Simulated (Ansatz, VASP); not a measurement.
**Tl in VASP and in Ansatz**

```xyz
1
Lattice="0.0000 2.4210 2.2878 2.4210 0.0000 2.2878 2.4210 2.4210 0.0000" Properties=species:S:1:pos:R:3 pbc="T T T"
Tl    0.0000    0.0000    0.0000
```

Change from the starting cell: engineering shear strain xz +0.0000, normal strain along z -0.0550.

Alike in both runs: task single point; functional PBEsol; k mesh 16 × 16 × 16; occupations gaussian, width 0.15 eV; no spin polarisation.

|  | VASP | Ansatz |
| --- | --- | --- |
| version | VASP 6.6.1 | Ansatz 0.2.0 |
| potentials or method | VASP PAW PBE potentials, release 64 (Tl_d), cutoff 520 eV | scalar-relativistic, plane waves, PAW |
| valence electrons in the cell | 13 | 13 |

Ansatz gave:

* gap on the k mesh at the Fermi level (eV): none
* pressure (GPa): 2.4
* traceless stress, the component that is largest in VASP (GPa): 0.45

Q: Which values does VASP return?

A: gap on the k mesh at the Fermi level (eV): none; pressure (GPa): 2.3; traceless stress, the component that is largest in VASP (GPa): 0.45.

VASP's potentials were made for PBE, not for PBEsol. A gap of «none» marks a metal or a gap that the smearing closes.

Neither program's run includes spin-orbit coupling.
